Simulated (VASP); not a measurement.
# HfH2 (I4/mmm) in VASP: a series of runs

Runs on HfH2. Level: PBEsol. Tasks: single point.

Program: VASP 6.6.1. These are calculated values, not measurements. Logs are shortened: lines on timing, memory, paths and dates and some standing lists are left out, and cuts for length are marked.

## 1. The cell of the first run

It takes space group I4/mmm (No. 139, tetragonal). Conventional cell: a = 3.498 Å, b = 3.498 Å, c = 4.111 Å, α = 90.00°, β = 90.00°, γ = 90.00°. Within 2.7 Å of Hf (site symmetry 4/mmm) lie 8 H at 2.03 Å. H (site symmetry -4m2) has 4 Hf at 2.03 Å and 6 H at 2.06 to 2.47 Å within 2.7 Å.

## 2. Single point, PBEsol (uniaxial strain along c: -3.0 %, then relaxed in part)

The input, INCAR:

```
PREC = Accurate
ENCUT = 520
EDIFF = 1E-6
ISMEAR = 0
SIGMA = 0.1
LREAL = False
LASPH = True
NELM = 100
ALGO = Normal
ISIF = 2
LWAVE = False
LCHARG = True
GGA = PS
LELF = True
LVHAR = True
NBANDS = 21
```

The input, KPOINTS:

```
Automatic mesh
0
Gamma
  10 10 8
```

The input, POSCAR:

```
HfH2
1.0
    3.4983207518      0.0000000000      0.0000000000
    0.0000000000      3.4983207518      0.0000000000
    0.0000000000      0.0000000000      4.1105415044
Hf H
2 4
Direct
    0.0000000000      0.0000000000      0.0000000000
    0.5000000000      0.5000000000      0.5000000000
    0.0000000000      0.5000000000      0.2500000000
    0.5000000000      0.0000000000      0.2500000000
    0.5000000000      0.0000000000      0.7500000000
    0.0000000000      0.5000000000      0.7500000000
```

Potentials or basis: VASP PAW PBE potentials, release 64 (Hf_pv, H).

The run is started by

```sh
cat potpaw_PBE.64/Hf_pv/POTCAR potpaw_PBE.64/H/POTCAR > POTCAR
mpirun -np 1 vasp_std > vasp.out
```

OUTCAR:

```text
PREC = Accurate
   ENCUT = 520
   EDIFF = 1E-6
   ISMEAR = 0
   LREAL = False
   LASPH = True
   NELM = 100
   ISIF = 2
   GGA = PS

 ion  position               nearest neighbor table
   1  0.000  0.000  0.000-   3 2.03   4 2.03   5 2.03   6 2.03   3 2.03   6 2.03   4 2.03   5 2.03
                             2 3.22   2 3.22   2 3.22   2 3.22   2 3.22   2 3.22   2 3.22   2 3.22
   2  0.500  0.500  0.500-   3 2.03   4 2.03   5 2.03   6 2.03   4 2.03   5 2.03   3 2.03   6 2.03
                             1 3.22   1 3.22   1 3.22   1 3.22   1 3.22   1 3.22   1 3.22   1 3.22
   3  0.000  0.500  0.250-   1 2.03   2 2.03   1 2.03   2 2.03
   4  0.500  0.000  0.250-   1 2.03   2 2.03   2 2.03   1 2.03
   5  0.500  0.000  0.750-   1 2.03   2 2.03   2 2.03   1 2.03
   6  0.000  0.500  0.750-   1 2.03   2 2.03   1 2.03   2 2.03

  LATTYP: Found a simple tetragonal cell.
 ALAT       =     3.4983207518
 C/A-ratio  =     1.1750041794

  Lattice vectors:

 A1 = (   3.4983207518,   0.0000000000,   0.0000000000)
 A2 = (   0.0000000000,   3.4983207518,   0.0000000000)
 A3 = (   0.0000000000,   0.0000000000,   4.1105415044)

Analysis of symmetry for initial positions (statically):
=====================================================================
 Subroutine PRICEL returns following result:

  LATTYP: Found a body centered tetragonal cell.
 ALAT       =     3.4983207518
 C/A-ratio  =     1.1750041794

  Lattice vectors:

 A1 = (  -1.7491603759,  -1.7491603759,  -2.0552707522)
 A2 = (   1.7491603759,   1.7491603759,  -2.0552707522)
 A3 = (   1.7491603759,  -1.7491603759,   2.0552707522)

   2 primitive cells build up your supercell.

 Routine SETGRP: Setting up the symmetry group for a
 simple tetragonal supercell.

 Subroutine GETGRP returns: Found 16 space group operations
 (whereof 16 operations were pure point group operations)
 out of a pool of 16 trial point group operations.

The static configuration has the point symmetry D_4h.

Analysis of symmetry for dynamics (positions and initial velocities):
=====================================================================
 Subroutine PRICEL returns following result:

  LATTYP: Found a body centered tetragonal cell.
 ALAT       =     3.4983207518
 C/A-ratio  =     1.1750041794

  Lattice vectors:

 A1 = (  -1.7491603759,  -1.7491603759,  -2.0552707522)
 A2 = (   1.7491603759,   1.7491603759,  -2.0552707522)
 A3 = (   1.7491603759,  -1.7491603759,   2.0552707522)

   2 primitive cells build up your supercell.

 Routine SETGRP: Setting up the symmetry group for a
 simple tetragonal supercell.

 Subroutine GETGRP returns: Found 16 space group operations
 (whereof 16 operations were pure point group operations)
 out of a pool of 16 trial point group operations.

The dynamic configuration has the point symmetry D_4h.

 Subroutine INISYM returns: Found 16 space group operations
 (whereof 16 operations are pure point group operations),
 and found     2 'primitive' translations

----------------------------------------------------------------------------------------

                                     Primitive cell

  volume of cell :      25.1529

  direct lattice vectors                    reciprocal lattice vectors
    -1.749160376 -1.749160376 -2.055270752     0.000000000 -0.285851433 -0.243276950
     1.749160376  1.749160376 -2.055270752     0.285851433  0.000000000 -0.243276950
     1.749160376 -1.749160376  2.055270752     0.285851433 -0.285851433  0.000000000

  length of vectors
     3.216094200  3.216094200  3.216094200     0.375359449  0.375359449  0.404254973

  position of ions in fractional coordinates (direct lattice)
     0.000000000  0.000000000  0.000000000
     0.250000000  0.750000000  0.500000000
     0.750000000  0.250000000  0.500000000

  ion indices of the primitive-cell ions
   primitive index   ion index
                 1           1
                 2           3
                 3           4

----------------------------------------------------------------------------------------

 KPOINTS: Automatic mesh

Automatic generation of k-mesh.
 Grid dimensions read from file:
 generate k-points for:   10   10    8

 Generating k-lattice:

  Cartesian coordinates                     Fractional coordinates (reciprocal lattice)
     0.028585143  0.000000000  0.000000000     0.100000000  0.000000000  0.000000000
     0.000000000  0.028585143  0.000000000     0.000000000  0.100000000  0.000000000
     0.000000000  0.000000000  0.030409619     0.000000000  0.000000000  0.125000000

  Length of vectors
     0.028585143  0.028585143  0.030409619

  Shift w.r.t. Gamma in fractional coordinates (k-lattice)
     0.000000000  0.000000000  0.000000000

 Subroutine IBZKPT returns following result:
 ===========================================

 Found    105 irreducible k-points:

 Following reciprocal coordinates:
            Coordinates               Weight
  0.000000  0.000000  0.000000      1.000000
  0.100000  0.000000  0.000000      4.000000
  0.200000  0.000000  0.000000      4.000000
  0.300000  0.000000  0.000000      4.000000
  0.400000  0.000000  0.000000      4.000000
  0.500000  0.000000  0.000000      2.000000
[... 16 lines left out ...]
  0.100000  0.000000  0.125000      8.000000
  0.200000  0.000000  0.125000      8.000000
 [... further k-points ...]
   k-points           NKPTS =    105   k-points in BZ     NKDIM =    105   number of bands    NBANDS=     21
   number of dos      NEDOS =    301   number of ions     NIONS =      6
   total plane-waves  NPLWV =  25088
   dimension x,y,z NGX =    28 NGY =   28 NGZ =   32
   dimension x,y,z NGXF=    56 NGYF=   56 NGZF=   64
   ions per type =               2   4
   NGX,Y,Z   is equivalent  to a cutoff of  13.31, 13.31, 12.94 a.u.
   NGXF,Y,Z  is equivalent  to a cutoff of  26.61, 26.61, 25.88 a.u.
 SYSTEM =  unknown system
   PREC   = accura    normal or accurate (medium, high low for compatibility)
   ISTART =      0    job   : 0-new  1-cont  2-samecut
   ICHARG =      2    charge: 1-file 2-atom 10-const
   ISPIN  =      1    spin polarized calculation?
   LNONCOLLINEAR =      F non collinear calculations
   LSORBIT =      F    spin-orbit coupling
   LASPH  =      T    aspherical Exc in radial PAW
   ENCUT  =  520.0 eV  38.22 Ry    6.18 a.u.   6.50  6.50  7.64*2*pi/ulx,y,z
   NELM   =    100;   NELMIN=  2; NELMDL= -5     # of ELM steps
   EDIFF  = 0.1E-05   stopping-criterion for ELM
   LREAL  =      F    real-space projection
   EDIFFG = 0.1E-04   stopping-criterion for IOM
   NSW    =      0    number of steps for IOM
   IBRION =     -1    ionic relax: 0-MD 1-quasi-New 2-CG
   NFREE  =      0    steps in history (QN), initial steepest desc. (CG)
   ISIF   =      2    stress and relaxation
   ISYM   =      2    0-nonsym 1-usesym 2-fastsym
   POTIM  = 0.5000    time-step for ionic-motion
   TEBEG  =    0.0;   TEEND  =   0.0 temperature during run
   PSTRESS=    0.0 pullay stress
   NELECT =      24.0000    total number of electrons
   NUPDOWN=      -1.0000    fix difference up-down
   EMIN   =  10.00;   EMAX   =-10.00  energy-range for DOS
   EFERMI =   0.00;   METHOD = LEGACY
   ISMEAR =     0;   SIGMA  =   0.10  broadening in eV -4-tet -1-fermi 0-gaus
   EFERMI_NEDOS =   21; number of points for ismear=-14 and -15
   IALGO  =     38    algorithm
   IMIX   =      4    mixing-type and parameters
     AMIX     =   0.40;   BMIX     =  1.00
     AMIX_MAG =   1.60;   BMIX_MAG =  1.00
  volume/ion in A,a.u.               =       8.38        56.58
  Fermi-wavevector in a.u.,A,eV,Ry     =   1.279202  2.417341 22.264001  1.636358
  Thomas-Fermi vector in A             =   2.411701
   LORBIT       =      0    0 simple, 1 ext, 2 COOP (PROOUT), +10 PAW based schemes
   GGA     = PS    functional components
   LHFCALC =     F    Hartree Fock is set to
   AEXX    =    0.0000 exact exchange contribution
   IVDW    =     0    specifies the selected vdW correction
   LEPSILON=     F    determine dielectric tensor
   LRPA    =     F    only Hartree local field effects (RPA)
 non-spin polarized calculation
 Gauss-broadening in eV      SIGMA  =   0.10
  energy-cutoff  :      520.00
  volume of cell :       50.31
 maximum number of plane-waves:      1379
 NGX is ok and might be reduce to    28
   NGX = 13   NGY = 13   NGZ = 15

 number of electron      24.0000003 magnetization

 Free energy of the ion-electron system (eV)
  ---------------------------------------------------
  ext. energy  EPLUGINS =         0.00000000
  ---------------------------------------------------
  free energy    TOTEN  =       -37.57445724 eV

  energy without entropy =      -37.57105080  energy(sigma->0) =      -37.57275402

 E-fermi :   5.4604     XC(G=0): -11.7544

 val. band max:        5.4436573971   @ k =   0.2000   0.0000   0.0000
 cond. band min:       5.4700016302   @ k =   0.4000   0.0000   0.1250
 fundamental gap:      0.0263442331
 Fermi energy:         5.4604226903

 k-point     1 :       0.0000    0.0000    0.0000
  band No.  band energies     occupation
      1     -25.7583      2.00000
      2     -25.5713      2.00000
      3     -25.5713      2.00000
      4     -25.2225      2.00000
      5     -25.2225      2.00000
      6     -25.1571      2.00000
[... 13 lines left out ...]
     20      10.9376      0.00000
     21      10.9376      0.00000

 k-point     2 :       0.1000    0.0000    0.0000
  band No.  band energies     occupation
      1     -25.7415      2.00000
      2     -25.5848      2.00000
      3     -25.5616      2.00000
      4     -25.2546      2.00000
      5     -25.2298      2.00000
      6     -25.1694      2.00000
[... 13 lines left out ...]
     20      10.8386      0.00000
     21      12.3162      0.00000
[... 487 lines left out ...]
      5     -25.2424      2.00000
      6     -25.1784      2.00000
[... 13 lines left out ...]
     20      11.8204      0.00000
     21      12.9055      0.00000

 k-point    24 :       0.2000    0.0000    0.1250
  band No.  band energies     occupation
      1     -25.7233      2.00000
      2     -25.5627      2.00000
      3     -25.5228      2.00000
      4     -25.3876      2.00000
      5     -25.2618      2.00000
      6     -25.1922      2.00000
[... 13 lines left out ...]
     20      11.7114      0.00000
     21      14.1574      0.00000

 [... further k-points ...]

------------------------ aborting loop because EDIFF is reached ----------------------------------------

  FORCE on cell =-STRESS in cart. coord.  units (eV):
  Direction    XX          YY          ZZ          XY          YZ          ZX
  --------------------------------------------------------------------------------------
  -------------------------------------------------------------------------------------
  Total       -0.2058143     -0.2058143      0.8232603      0.0000000      0.0000000     -0.0000000
  in kB       -6.5549256     -6.5549256     26.2198040      0.0000000      0.0000000     -0.0000000
  external PRESSURE =       4.3699842 kB  Pullay stress =       0.0000000 kB

 VOLUME and BASIS-vectors are now :
 -----------------------------------------------------------------------------
  energy-cutoff  :      520.00
  volume of cell :       50.31
      direct lattice vectors                 reciprocal lattice vectors
     3.498320752  0.000000000  0.000000000     0.285851433  0.000000000  0.000000000
     0.000000000  3.498320752  0.000000000     0.000000000  0.285851433  0.000000000
     0.000000000  0.000000000  4.110541504     0.000000000  0.000000000  0.243276950

 POSITION                                       TOTAL-FORCE (eV/Angst)
 -----------------------------------------------------------------------------------
      0.00000      0.00000      0.00000         0.000000      0.000000      0.000000
      1.74916      1.74916      2.05527        -0.000000     -0.000000     -0.000000
      0.00000      1.74916      1.02764         0.000000      0.000000     -0.000000
      1.74916      0.00000      1.02764         0.000000      0.000000      0.000000
      1.74916      0.00000      3.08291         0.000000      0.000000      0.000000
      0.00000      1.74916      3.08291         0.000000      0.000000      0.000000
 -----------------------------------------------------------------------------------
    total drift:                                0.000000      0.000000      0.000000

  FREE ENERGIE OF THE ION-ELECTRON SYSTEM (eV)
  ---------------------------------------------------
  free  energy   TOTEN  =       -37.5744572392 eV

  energy  without entropy=      -37.5710507983  energy(sigma->0) =      -37.57275402
```

Wall time 46 s (1 thread of Intel Xeon 6975P-C (Granite Rapids), shared host); peak memory 0.23 GiB.

Results:

```yaml
Free_energy: -37.5745 eV
Pressure: 0.4 GPa
Band_gap_on_the_k_mesh: zero (bands 12 and 13 overlap by 1.07 eV)
```

Stress tensor (GPa, compression positive):
```
-0.66  0.00  0.00
 0.00 -0.66  0.00
 0.00  0.00  2.62
```

Levels at points of the mesh, in eV from the Fermi level:
```
           k point  band 10  band 11  band 12  band 13  band 14  band 15
(0.00, 0.00, 0.00)    -3.59    -0.90    -0.39    -0.39     0.81     1.56
(0.50, 0.00, 0.00)    -4.82    -1.46    -1.46     0.81     0.81     1.80
(0.50, 0.50, 0.00)    -5.88    -4.27    -4.27     3.87     3.87     3.99
(0.00, 0.00, 0.50)    -6.07     0.68     0.68     0.68     0.68     1.30
(0.50, 0.00, 0.50)    -5.06    -1.09    -1.09     1.15     1.15     3.74
(0.50, 0.50, 0.50)    -6.21    -2.32    -2.32     1.83     1.83     3.93
```

Caveat: the cell differs from its parent crystal (uniaxial strain along c: -3.0 %, then relaxed in part); the PAW data sets were made with another functional, which shifts forces and pressure a little; spin-orbit coupling is left out, which moves the levels of the heavy elements.

(Continued in part 2 of 2.)
